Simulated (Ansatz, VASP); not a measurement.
**Mg3Cd2Te3 in VASP and in Ansatz**

File INCAR:

```
PREC = Accurate ; ENCUT = 600
EDIFF = 1E-6 ; ISMEAR = 0
SIGMA = 0.2 ; LREAL = F
LASPH = T ; NELM = 60
ALGO = Fast ; ISIF = 3
LWAVE = F ; LCHARG = F
GGA = PE ; IBRION = 2
NSW = 36 ; EDIFFG = -0.08
```

Contents of KPOINTS:

```
regular mesh
0
Gamma
  3 3 3
```

POSCAR

```
Mg3Cd2Te3
1.0
    6.0807153700      0.0000000000      0.0000000000
    0.0000000000      6.0807153700      0.0000000000
    0.0000000000      0.0000000000      6.0807153700
Mg Cd Te
3 2 3
Direct
    0.0000000000      0.5000000000      0.5000000000
    0.5000000000      0.0000000000      0.5000000000
    0.5000000000      0.5000000000      0.0000000000
    0.5000000000      0.5000000000      0.5000000000
    0.0000000000      0.0000000000      0.0000000000
    0.5000000000      0.0000000000      0.0000000000
    0.0000000000      0.5000000000      0.0000000000
    0.0000000000      0.0000000000      0.5000000000
```

Input for Ansatz:

```yaml
crystal:
  lattice:
    - [6.08071537, 0.0, 0.0]
    - [0.0, 6.08071537, 0.0]
    - [0.0, 0.0, 6.08071537]
  atoms:
    - { symbol: Mg, position: [0.0, 0.5, 0.5] }
    - { symbol: Mg, position: [0.5, 0.0, 0.5] }
    - { symbol: Mg, position: [0.5, 0.5, 0.0] }
    - { symbol: Cd, position: [0.5, 0.5, 0.5] }
    - { symbol: Cd, position: [0.0, 0.0, 0.0] }
    - { symbol: Te, position: [0.5, 0.0, 0.0] }
    - { symbol: Te, position: [0.0, 0.5, 0.0] }
    - { symbol: Te, position: [0.0, 0.0, 0.5] }
basis:
  ecutwfc: 420
kpoints:
  mp_grid: { grid: [3, 3, 3] }
hamiltonian:
  xc: pbe
scf:
  occupations: { method: gaussian, width: 0.2 }
  lower_state_search: "off"
output:
  forces: true
  stress: true
  eigenvalues: true
relax:
  adjacent_minimum: "off"
  f_tol: 0.08
  max_steps: 16
  cell: { stress_tol: 0.8 }
```

Alike in both runs: task relaxation of cell and atoms; functional PBE; k mesh 3 × 3 × 3; occupations gaussian, width 0.2 eV; no spin polarisation.

|  | VASP | Ansatz |
| --- | --- | --- |
| version | VASP 6.6.1 | Ansatz 0.2.0 |
| potentials or method | VASP PAW PBE potentials, release 64 (Mg, Cd, Te), cutoff 600 eV | scalar-relativistic, plane waves, PAW |
| valence electrons in the cell | 48 | 118 |

VASP gave:

```
gap on the k mesh at the Fermi level, each at its own relaxed structure (eV) : none
relaxed volume (Å³/atom)                                                     : 27.60
relaxed cell length with the largest relative difference (Å)                 : 6.044
```

Task: What did Ansatz give for the same quantities?

Result: gap on the k mesh at the Fermi level, each at its own relaxed structure (eV): none; relaxed volume (Å³/atom): 28.10; relaxed cell length with the largest relative difference (Å): 6.081.

A gap of «none» marks a metal or a gap that the smearing closes. VASP's potentials hold 48 valence electrons a cell and Ansatz's 118, so a difference there can come from the potentials and not from the codes.

Neither program's run includes spin-orbit coupling.
